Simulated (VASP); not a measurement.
Set up this calculation in VASP 6.6.1, as the native input.

```yaml
Task: single point
Functional: PBE
Potentials_or_basis: VASP PAW PBE potentials, release 64 (Si, N, O)
Cutoff: 520 eV
k_mesh: 4 × 4 × 4
Occupations: fermi-dirac, width 0.2482 eV
Spin: no spin polarisation
Dipole_correction: no
Further_INCAR_settings: LREAL = Auto; ALGO = Fast; EDIFF = 1e-06; NBANDS = 54
```

The structure of Si7N8O2 lies in POSCAR:

```
Si7N8O2
1.0
    5.8386290000      0.0627810000      0.1075870000
    0.0627810000      6.0367170000      0.0979630000
    0.1075870000      0.0979630000      5.8205090000
Si N O
7 8 2
Direct
    0.9418053143      0.5059615843      0.0310039959
    0.3582324378      0.3553412373      0.5788774494
    0.5360181929      0.8941150479      0.6608434269
    0.3336039455      0.8356313085      0.2542221836
    0.0489394430      0.9673332673      0.9009780042
    0.9687801974      0.5546096539      0.4865587580
    0.8551254063      0.1739636810      0.4241685744
    0.8148795428      0.7413013468      0.7268745779
    0.4328389341      0.6029244028      0.4801495803
    0.9928138595      0.6829012264      0.2453004973
    0.6262191199      0.1741950327      0.6442525256
    0.1973432293      0.0703496187      0.4805888207
    0.3943406617      0.3925148320      0.9616987153
    0.3263933211      0.8528456243      0.9459378040
    0.5710282265      0.4203477924      0.0645437817
    0.9114343519      0.1561326028      0.0748638211
    0.5629592588      0.9969926177      0.2866971876
```

The input as run:

INCAR

```
SYSTEM = Si7N8O2
  PREC = Accurate
  ENCUT = 520
  EDIFF = 1E-6
  ISMEAR = -1
  SIGMA = 0.2482
  LREAL = Auto
  LASPH = .True.
  NELM = 60
  ALGO = Fast
  ISIF = 2
  LWAVE = .False.
  LCHARG = .False.
  GGA = PE
  NBANDS = 54
```

KPOINTS

```
Automatic mesh
0
Gamma
  4 4 4
  0 0 0
```

Potentials or basis: VASP PAW PBE potentials, release 64 (Si, N, O).

The run is started by

```console
$ cat potpaw_PBE.64/Si/POTCAR potpaw_PBE.64/N/POTCAR potpaw_PBE.64/O/POTCAR > POTCAR
$ mpirun -np 1 vasp_std > vasp.out
```

Results of the run:

| Quantity | Value |
| --- | --- |
| Pressure | -14.5 GPa |
| Largest force | 6.453 eV/Å |
| Band gap on the k mesh | 0.02 eV (least direct gap 0.20 eV) |

Caveat: the standard files for N, O and F lose accuracy on very short bonds; the smearing spreads over this small gap; the atoms stand as in a frame of molecular dynamics; semilocal functionals underestimate gaps, and a narrow one can read as zero.

Run time: 17 min on 1 thread of Oxide Virtual Turin-like Processor, on a shared host, peak memory 0.43 GiB.
